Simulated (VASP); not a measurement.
Set up this calculation in VASP 6.6.1, as the native input.

* Task: single point
* Functional: r2SCAN
* Potentials or basis: VASP PAW PBE potentials, release 64 (Rh_pv)
* Cutoff: 520 eV
* k mesh: 10 × 10 × 3
* Occupations: methfessel-paxton, width 0.1 eV
* Spin: no spin polarisation
* Dipole correction: no
* Further INCAR settings: ALGO = Normal; EDIFF = 1e-06; NBANDS = 38

Rh:

```
Rh
1.0
     2.62269    0.00000    0.00000
    -1.31135    2.27132    0.00000
     0.00000    0.00000    8.57238
Rh
4
Direct
  0.00000 0.00000 0.00000
  0.33333 0.66667 0.25000
  0.00000 0.00000 0.50000
  0.66667 0.33333 0.75000
```

This isn't the form of Rh at room conditions, which is fcc.

These files were run (other wordings do the same):

POSCAR

```
Rh
1.0
    2.6226903555      0.0000000000      0.0000000000
   -1.3113451777      2.2713211311      0.0000000000
    0.0000000000      0.0000000000      8.5723782148
Rh
4
Direct
    0.0000000000      0.0000000000      0.0000000000
    0.3333333333      0.6666666667      0.2500000000
    0.0000000000      0.0000000000      0.5000000000
    0.6666666667      0.3333333333      0.7500000000
```

INCAR.step1

```
PREC = Accurate
ENCUT = 520
ISMEAR = 1
SIGMA = 0.1
LREAL = F
LASPH = T
NELM = 80
NBANDS = 38
GGA = PE
ALGO = Normal
EDIFF = 1E-4
LWAVE = T
LCHARG = F
```

INCAR.step2

```
PREC = Accurate
ENCUT = 520
EDIFF = 1E-6
ISMEAR = 1
SIGMA = 0.1
LREAL = F
LASPH = T
NELM = 80
ALGO = Normal
ISIF = 2
LWAVE = F
LCHARG = F
METAGGA = R2SCAN
LMIXTAU = T
NBANDS = 38
ISTART = 1
```

KPOINTS

```
regular mesh
0
Gamma
  10 10 3
```

Potentials or basis: VASP PAW PBE potentials, release 64 (Rh_pv).

Launch:

```console
$ cat potpaw_PBE.64/Rh_pv/POTCAR > POTCAR
$ cp INCAR.step1 INCAR
$ mpirun -np 1 vasp_std > vasp.out
$ cp INCAR.step2 INCAR
$ mpirun -np 1 vasp_std > vasp.out
```

It gave:

```json
{
  "Pressure": "26.4 GPa",
  "Band gap on the k mesh": "zero (bands 30 and 31 overlap by 2.20 eV)"
}
```

Caveat: the cell stands under pressure; the PAW data sets were made with another functional, which shifts forces and pressure a little.

Run time: 110 s on 1 thread of Intel(R) Xeon(R) 6975P-C (Granite Rapids) (shared host), peak memory 0.19 GiB.
